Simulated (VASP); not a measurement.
# Ca in VASP: notebook, part 2 of 2

VASP 6.6.1.

### 3 Single point, PBEsol (equal xy, yz and zx shear strains of +2 %)

INCAR reads:

```
ALGO = Normal ; EDIFF = 1E-6
ENCUT = 520 ; GGA = PS
ISIF = 2 ; ISMEAR = -1
LASPH = True ; LCHARG = True
LELF = True ; LREAL = False
LVHAR = True ; LWAVE = False
NBANDS = 11 ; NELM = 60
PREC = Accurate ; SIGMA = 0.05
```

KPOINTS reads:

```
k-points
0
Gamma
  11 11 11
```

POSCAR reads:

```
Ca
1.0
    0.0558840000      2.8221420000      2.8221420000
    2.8221420000      0.0558840000      2.8221420000
    2.8221420000      2.8221420000      0.0558840000
Ca
1
Direct
    0.0000000000      0.0000000000      0.0000000000
```

Potentials or basis: VASP PAW PBE potentials, release 64 (Ca_sv).

Command:

```sh
$ cat potpaw_PBE.64/Ca_sv/POTCAR > POTCAR
$ mpirun -np 1 vasp_std > vasp.out
```

OUTCAR:

```text
EDIFF = 1E-6
   ENCUT = 520
   GGA = PS
   ISIF = 2
   ISMEAR = -1
   LASPH = True
   LREAL = False
   NELM = 60
   PREC = Accurate

 ion  position               nearest neighbor table
   1  0.000  0.000  0.000-

  LATTYP: Found a trigonal (rhomboedric) cell.
 ALAT       =     3.9915027193
 COS(alpha) =     0.5197000882

  Lattice vectors:

 A1 = (   0.0558840000,   2.8221420000,   2.8221420000)
 A2 = (   2.8221420000,   0.0558840000,   2.8221420000)
 A3 = (   2.8221420000,   2.8221420000,   0.0558840000)

Analysis of symmetry for initial positions (statically):
=====================================================================
 Subroutine PRICEL returns:
 Original cell was already a primitive cell.

 Routine SETGRP: Setting up the symmetry group for a
 trigonal (rhombohedral) supercell.

 Subroutine GETGRP returns: Found 12 space group operations
 (whereof 12 operations were pure point group operations)
 out of a pool of 12 trial point group operations.

The static configuration has the point symmetry D_3d.

Analysis of symmetry for dynamics (positions and initial velocities):
=====================================================================
 Subroutine PRICEL returns:
 Original cell was already a primitive cell.

 Routine SETGRP: Setting up the symmetry group for a
 trigonal (rhombohedral) supercell.

 Subroutine GETGRP returns: Found 12 space group operations
 (whereof 12 operations were pure point group operations)
 out of a pool of 12 trial point group operations.

The dynamic configuration has the point symmetry D_3d.

 Subroutine INISYM returns: Found 12 space group operations
 (whereof 12 operations are pure point group operations),
 and found     1 'primitive' translations

----------------------------------------------------------------------------------------

                                     Primitive cell

  volume of cell :      43.6187

  direct lattice vectors                    reciprocal lattice vectors
     0.055884000  2.822142000  2.822142000    -0.182521645  0.178977535  0.178977535
     2.822142000  0.055884000  2.822142000     0.178977535 -0.182521645  0.178977535
     2.822142000  2.822142000  0.055884000     0.178977535  0.178977535 -0.182521645

  length of vectors
     3.991502719  3.991502719  3.991502719     0.312057795  0.312057795  0.312057795

  position of ions in fractional coordinates (direct lattice)
     0.000000000  0.000000000  0.000000000

  ion indices of the primitive-cell ions
   primitive index   ion index
                 1           1

----------------------------------------------------------------------------------------

 KPOINTS: k-points

Automatic generation of k-mesh.
 Grid dimensions read from file:
 generate k-points for:   11   11   11

 Generating k-lattice:

  Cartesian coordinates                     Fractional coordinates (reciprocal lattice)
    -0.016592877  0.016270685  0.016270685     0.090909091  0.000000000  0.000000000
     0.016270685 -0.016592877  0.016270685     0.000000000  0.090909091  0.000000000
     0.016270685  0.016270685 -0.016592877     0.000000000  0.000000000  0.090909091

  Length of vectors
     0.028368890  0.028368890  0.028368890

  Shift w.r.t. Gamma in fractional coordinates (k-lattice)
     0.000000000  0.000000000  0.000000000

 Subroutine IBZKPT returns following result:
 ===========================================

 Found    146 irreducible k-points:

 Following reciprocal coordinates:
            Coordinates               Weight
  0.000000  0.000000  0.000000      1.000000
  0.090909  0.000000  0.000000      6.000000
  0.181818  0.000000  0.000000      6.000000
  0.272727 -0.000000  0.000000      6.000000
  0.363636  0.000000  0.000000      6.000000
  0.454545  0.000000  0.000000      6.000000
[... 16 lines left out ...]
 -0.272727  0.181818 -0.000000     12.000000
 -0.181818  0.181818  0.000000      6.000000
 [... further k-points ...]
   k-points           NKPTS =    146   k-points in BZ     NKDIM =    146   number of bands    NBANDS=     11
   number of dos      NEDOS =    301   number of ions     NIONS =      1
   total plane-waves  NPLWV =  27000
   dimension x,y,z NGX =    30 NGY =   30 NGZ =   30
   dimension x,y,z NGXF=    60 NGYF=   60 NGZF=   60
   ions per type =               1
   NGX,Y,Z   is equivalent  to a cutoff of  12.49, 12.49, 12.49 a.u.
   NGXF,Y,Z  is equivalent  to a cutoff of  24.99, 24.99, 24.99 a.u.
 SYSTEM =  unknown system
   PREC   = accura    normal or accurate (medium, high low for compatibility)
   ISTART =      0    job   : 0-new  1-cont  2-samecut
   ICHARG =      2    charge: 1-file 2-atom 10-const
   ISPIN  =      1    spin polarized calculation?
   LNONCOLLINEAR =      F non collinear calculations
   LSORBIT =      F    spin-orbit coupling
   LASPH  =      T    aspherical Exc in radial PAW
   ENCUT  =  520.0 eV  38.22 Ry    6.18 a.u.   7.42  7.42  7.42*2*pi/ulx,y,z
   NELM   =     60;   NELMIN=  2; NELMDL= -5     # of ELM steps
   EDIFF  = 0.1E-05   stopping-criterion for ELM
   LREAL  =      F    real-space projection
   EDIFFG = 0.1E-04   stopping-criterion for IOM
   NSW    =      0    number of steps for IOM
   IBRION =     -1    ionic relax: 0-MD 1-quasi-New 2-CG
   NFREE  =      0    steps in history (QN), initial steepest desc. (CG)
   ISIF   =      2    stress and relaxation
   ISYM   =      2    0-nonsym 1-usesym 2-fastsym
   POTIM  = 0.5000    time-step for ionic-motion
   TEBEG  =    0.0;   TEEND  =   0.0 temperature during run
   PSTRESS=    0.0 pullay stress
   NELECT =      10.0000    total number of electrons
   NUPDOWN=      -1.0000    fix difference up-down
   EMIN   =  10.00;   EMAX   =-10.00  energy-range for DOS
   EFERMI =   0.00;   METHOD = LEGACY
   ISMEAR =    -1;   SIGMA  =   0.05  broadening in eV -4-tet -1-fermi 0-gaus
   EFERMI_NEDOS =   21; number of points for ismear=-14 and -15
   IALGO  =     38    algorithm
   IMIX   =      4    mixing-type and parameters
     AMIX     =   0.40;   BMIX     =  1.00
     AMIX_MAG =   1.60;   BMIX_MAG =  1.00
  volume/ion in A,a.u.               =      43.62       294.35
  Fermi-wavevector in a.u.,A,eV,Ry     =   1.001960  1.893430 13.659220  1.003924
  Thomas-Fermi vector in A             =   2.134416
   LORBIT       =      0    0 simple, 1 ext, 2 COOP (PROOUT), +10 PAW based schemes
   GGA     = PS    functional components
   LHFCALC =     F    Hartree Fock is set to
   AEXX    =    0.0000 exact exchange contribution
   IVDW    =     0    specifies the selected vdW correction
   LEPSILON=     F    determine dielectric tensor
   LRPA    =     F    only Hartree local field effects (RPA)
 non-spin polarized calculation
  energy-cutoff  :      520.00
  volume of cell :       43.62
 maximum number of plane-waves:      1192
 NGX is ok and might be reduce to    30
   NGX = 15   NGY = 15   NGZ = 15

 number of electron      10.0000000 magnetization

 number of electron       9.9999999 magnetization

 Free energy of the ion-electron system (eV)
  ---------------------------------------------------
  ext. energy  EPLUGINS =         0.00000000
  ---------------------------------------------------
  free energy    TOTEN  =        -2.12662083 eV

  energy without entropy =       -2.11575177  energy(sigma->0) =       -2.12118630

 E-fermi :   1.7575     XC(G=0):  -7.7060

 val. band max:        1.7486754719   @ k =  -0.4545   0.4545   0.3636
 cond. band min:       1.7849208472   @ k =  -0.3636  -0.3636   0.2727
 fundamental gap:      0.0362453753
 Fermi energy:         1.7574617551

 k-point     1 :       0.0000    0.0000    0.0000
  band No.  band energies     occupation
      1     -40.1572      2.00000
      2     -21.1529      2.00000
      3     -21.1529      2.00000
      4     -21.1523      2.00000
      5      -2.2114      2.00000
      6       3.9200      0.00000
      7       4.1014      0.00000
      8       4.1014      0.00000
      9       5.0869      0.00000
     10       5.0869      0.00000
     11      10.7124      0.00000

 k-point     2 :       0.0909    0.0000    0.0000
  band No.  band energies     occupation
      1     -40.1562      2.00000
      2     -21.1632      2.00000
      3     -21.1545      2.00000
      4     -21.1536      2.00000
      5      -2.0718      2.00000
      6       3.9078      0.00000
      7       4.0158      0.00000
      8       4.1616      0.00000
      9       5.0358      0.00000
     10       5.0402      0.00000
     11      10.8870      0.00000
[... 295 lines left out ...]
 k-point    24 :      -0.1818    0.1818    0.0000
  band No.  band energies     occupation
      1     -40.1488      2.00000
      2     -21.2269      2.00000
      3     -21.1817      2.00000
      4     -21.1606      2.00000
      5      -0.7997      2.00000
      6       3.0789      0.00000
      7       3.8546      0.00000
      8       4.4801      0.00000
      9       4.5570      0.00000
     10       5.5511      0.00000
     11       9.0795      0.00000

 [... further k-points ...]
[... 5 lines left out ...]
  --------------------------------------------------------------------------------------
  -------------------------------------------------------------------------------------
  Total       -0.3161955     -0.3161955     -0.3161955     -0.0786050     -0.0786050     -0.0786050
  in kB      -11.6143048    -11.6143048    -11.6143048     -2.8872730     -2.8872730     -2.8872730
  external PRESSURE =     -11.6143048 kB  Pullay stress =       0.0000000 kB

 VOLUME and BASIS-vectors are now :
 -----------------------------------------------------------------------------
  energy-cutoff  :      520.00
  volume of cell :       43.62
      direct lattice vectors                 reciprocal lattice vectors
     0.055884000  2.822142000  2.822142000    -0.182521645  0.178977535  0.178977535
     2.822142000  0.055884000  2.822142000     0.178977535 -0.182521645  0.178977535
     2.822142000  2.822142000  0.055884000     0.178977535  0.178977535 -0.182521645

 POSITION                                       TOTAL-FORCE (eV/Angst)
 -----------------------------------------------------------------------------------
      0.00000      0.00000      0.00000        -0.000000     -0.000000     -0.000000
 -----------------------------------------------------------------------------------
    total drift:                               -0.000000     -0.000000      0.000000

  FREE ENERGIE OF THE ION-ELECTRON SYSTEM (eV)
  ---------------------------------------------------
  free  energy   TOTEN  =        -2.1266208290 eV

  energy  without entropy=       -2.1157517717  energy(sigma->0) =       -2.12118630
```

Run time: 43 s. Hardware: 1 thread of Intel Xeon Platinum 8259CL at 2.50GHz (Skylake/Cascade Lake), shared host; peak memory 0.21 GiB.

Results:

```
Free energy            : -2.1266 eV
Pressure               : -1.2 GPa
Band gap on the k mesh : zero (band 5 reaches 1.95 eV, above the bottom of band 6 at 1.52 eV)
```

Stress tensor (GPa, compression positive):
```
-1.16 -0.29 -0.29
-0.29 -1.16 -0.29
-0.29 -0.29 -1.16
```

Levels at points of the mesh, in eV from the Fermi level:
```csv
k point,band 3,band 4,band 5,band 6,band 7,band 8
"(0.00, 0.00, 0.00)",-22.91,-22.91,-3.97,2.16,2.34,2.34
```

Caveat: the cell differs from its parent crystal (equal xy, yz and zx shear strains of +2 %); the PAW data sets were made with another functional, which shifts forces and pressure a little.

### 4 Single point, PBEsol (zz strain of +1 %)

INCAR reads:

```
  PREC = Accurate
  ENCUT = 520
  EDIFF = 1E-7
  ISMEAR = -1
  SIGMA = 0.05
  LREAL = F
  LASPH = T
  NELM = 60
  ALGO = Normal
  ISIF = 2
  LWAVE = F
  LCHARG = F
  GGA = PS
  NBANDS = 11
```

KPOINTS reads:

```
Automatic mesh
0
Gamma
  11 11 11
```

POSCAR reads:

```
Ca
1.0
    0.0000000000      2.7942000000      2.8221420000
    2.7942000000      0.0000000000      2.8221420000
    2.7942000000      2.7942000000      0.0000000000
Ca
1
Direct
    0.0000000000      0.0000000000      0.0000000000
```

Command:

```sh
$ cat potpaw_PBE.64/Ca_sv/POTCAR > POTCAR
$ mpirun -np 1 vasp_std > vasp.out
```

Wall time 39 s (1 thread of AMD EPYC 7R43 (Zen 3), shared host); peak memory 0.17 GiB.

It converged, with:

* Free energy: -2.1255 eV
* Pressure: -1.3 GPa
* Band gap on the k mesh: zero (band 5 reaches 1.90 eV, above the bottom of band 6 at 1.58 eV)

Levels at points of the mesh, in eV from the Fermi level:
| k point | band 1 | band 2 | band 3 | band 4 | band 5 | band 6 | band 7 | band 8 | band 9 | band 10 |
| --- | --- | --- | --- | --- | --- | --- | --- | --- | --- | --- |
| (0.00, 0.00, 0.00) | -41.94 | -22.94 | -22.94 | -22.94 | -3.95 | 2.24 | 2.29 | 2.29 | 3.27 | 3.32 |

Caveat: the cell differs from its parent crystal (zz strain of +1 %); the PAW data sets were made with another functional, which shifts forces and pressure a little.

### 5 Single point, PBEsol (zz strain of +2 %)

INCAR reads:

```
SYSTEM = Ca
ALGO = Normal
EDIFF = 1E-6
ENCUT = 520
GGA = PS
ISIF = 2
ISMEAR = -1
LASPH = .True.
LCHARG = .False.
LREAL = .False.
LWAVE = .False.
NBANDS = 11
NELM = 100
PREC = Accurate
SIGMA = 0.05
```

KPOINTS reads:

```
k-points
0
Gamma
  11 11 11
  0 0 0
```

POSCAR reads:

```
Ca
1.0
    0.0000000000      2.7942000000      2.8500840000
    2.7942000000      0.0000000000      2.8500840000
    2.7942000000      2.7942000000      0.0000000000
Ca
1
Direct
    0.0000000000      0.0000000000      0.0000000000
```

Command:

```sh
$ cat potpaw_PBE.64/Ca_sv/POTCAR > POTCAR
$ mpirun -np 1 vasp_std > vasp.out
```

Run time: 33 s. Hardware: 1 thread of AMD EPYC 7R43 (Zen 3), shared host; peak memory 0.17 GiB.

It converged, with:

```yaml
Free_energy: -2.1217 eV
Pressure: -1.4 GPa
Band_gap_on_the_k_mesh: zero (band 5 reaches 1.87 eV, above the bottom of band 6 at 1.53 eV)
```

Stress tensor (GPa, compression positive):
```
-1.39  0.00  0.00
 0.00 -1.39  0.00
 0.00  0.00 -1.54
```

Levels at points of the mesh, in eV from the Fermi level:
```csv
k point,band 3,band 4,band 5,band 6,band 7,band 8
"(0.00, 0.00, 0.00)",-22.96,-22.96,-3.93,2.20,2.29,2.29
```

Caveat: the cell differs from its parent crystal (zz strain of +2 %); the PAW data sets were made with another functional, which shifts forces and pressure a little.

### 6 The runs side by side

| cell | gap on the mesh (eV) | pressure (GPa) |
| --- | --- | --- |
| a = 3.971 Å, angles 59.3°, 1 atom | none | -1.2 |
| a = 3.992 Å, angles 58.7°, 1 atom | none | -1.2 |
| a = 3.971, b = 3.971, c = 3.952 Å, angles 60.2, 60.2, 59.7°, 1 atom | none | -1.3 |
| a = 3.991, b = 3.991, c = 3.952 Å, angles 60.3, 60.3, 59.3°, 1 atom | none | -1.4 |

Alike in all rows: task single point; level PBEsol; potentials or basis VASP PAW PBE potentials, release 64 (Ca_sv); no spin polarisation; k mesh 11 × 11 × 11; cutoff (eV) 520; smearing fermi-dirac 0.05 eV.

Caveats: the PAW data sets were made with another functional, which shifts forces and pressure a little.

Absolute energies hang on the potentials; compare differences alone.
